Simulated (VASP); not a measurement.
**NiW7S16 (a cell with a defect): single point with PBEsol+U**

NiW7S16 (a cell with a defect):

```
Ni W S
1.0
     6.30640    0.00000    0.00000
    -3.15320    5.46150    0.00000
     0.00000    0.00000   12.32300
Ni W S
1 7 16
Direct
  0.24474 0.37011 0.27053
  0.15655 0.82996 0.24867
  0.66480 0.33070 0.24563
  0.66389 0.83751 0.24515
  0.33199 0.16669 0.74922
  0.33192 0.66622 0.74922
  0.83181 0.16640 0.74966
  0.83190 0.66646 0.74942
  0.16487 0.33290 0.62231
  0.16515 0.83306 0.62251
  0.66589 0.33320 0.62247
  0.66575 0.83365 0.62243
  0.30495 0.17258 0.13501
  0.30099 0.62931 0.13622
  0.77866 0.14049 0.10883
  0.82230 0.66304 0.11988
  0.16527 0.33310 0.87629
  0.16578 0.83337 0.87653
  0.66481 0.33331 0.87639
  0.66471 0.83248 0.87641
  0.35194 0.16494 0.37878
  0.34965 0.68477 0.37793
  0.87982 0.19105 0.35751
  0.82917 0.66678 0.37367
```

- Program: VASP 6.6.1
- Task: single point
- Functional: PBEsol
- Potentials or basis: VASP PAW PBE potentials, release 64 (Ni, W_sv, S)
- Cutoff: 350 eV
- k mesh: 3 × 3 × 2
- Occupations: gaussian, width 0.03 eV
- Spin: collinear spin, ferromagnetic start
- Starting moments: [4.0, 0.0, 0.0, 0.0, 0.0, 0.0, 0.0, 0.0, 0.0, 0.0, 0.0, 0.0, 0.0, 0.0, 0.0, 0.0, 0.0, 0.0, 0.0, 0.0, 0.0, 0.0, 0.0, 0.0] μB
- Fixed moment: 4 μB
- Hubbard terms: Ni d U = 5 eV

```json
{
 "Pressure": "1.5 GPa",
 "Largest force": "0.927 eV/Å",
 "Net moment": "4.00 μB per cell",
 "Site moments": "Ni +0.98; W +0.42, +0.34, +0.03, +0.04 (each value once); S +0.01, +0.00, +0.11, +0.10, +0.28, +0.02, +0.08, +0.09, +0.03 (each value once) μB",
 "Valence electrons inside the program's atomic spheres": "Ni 9.69; W 12.08, 12.09 (each value once); S 3.70, 3.69, 3.65, 3.68 (each value once)"
}
```

Forces on the atoms (eV/Å):
```
Ni  -0.392 -0.165 -0.061
W    0.458  0.172  0.413
W   -0.099 -0.070  0.154
W   -0.084 -0.226  0.202
W    0.001 -0.031  0.024
W   -0.023  0.020  0.023
W    0.006  0.000  0.006
W    0.036  0.028  0.008
S    0.006  0.002 -0.006
S   -0.002 -0.002 -0.023
S   -0.011  0.000 -0.020
S   -0.002 -0.008 -0.014
S    0.276 -0.368 -0.769
S   -0.188  0.499 -0.758
S    0.370  0.257 -0.211
S    0.215  0.124 -0.014
S    0.004  0.002  0.009
S   -0.001 -0.001 -0.009
S    0.000 -0.021 -0.009
S   -0.016  0.011 -0.012
S    0.116 -0.455  0.483
S   -0.367  0.393  0.491
S   -0.357 -0.193  0.131
S    0.054  0.032 -0.039
```

Stress tensor (GPa, compression positive):
```
 1.34 -0.11 -0.58
-0.11  1.36 -0.34
-0.58 -0.34  1.76
```

Eigenvalues of the final occupation matrices:
```csv
site,spin,trace,eigenvalues
site 1 d,1,4.78,0.93 0.95 0.96 0.97 0.97
site 1 d,2,3.85,0.52 0.60 0.89 0.90 0.94
```

Wall time 7 min on 4 MPI ranks on AMD EPYC 9R45 (Zen 5), on a shared host, peak memory 0.66 GiB a rank.

Caveat: the k points lie up to 0.38 Å⁻¹ apart; the PAW data sets were made with another functional, which shifts forces and pressure a little; spin-orbit coupling is left out, which moves the levels of the heavy elements; the total moment is fixed, so each spin has its own Fermi level. The state reached can hang on the start; a lower one may exist.
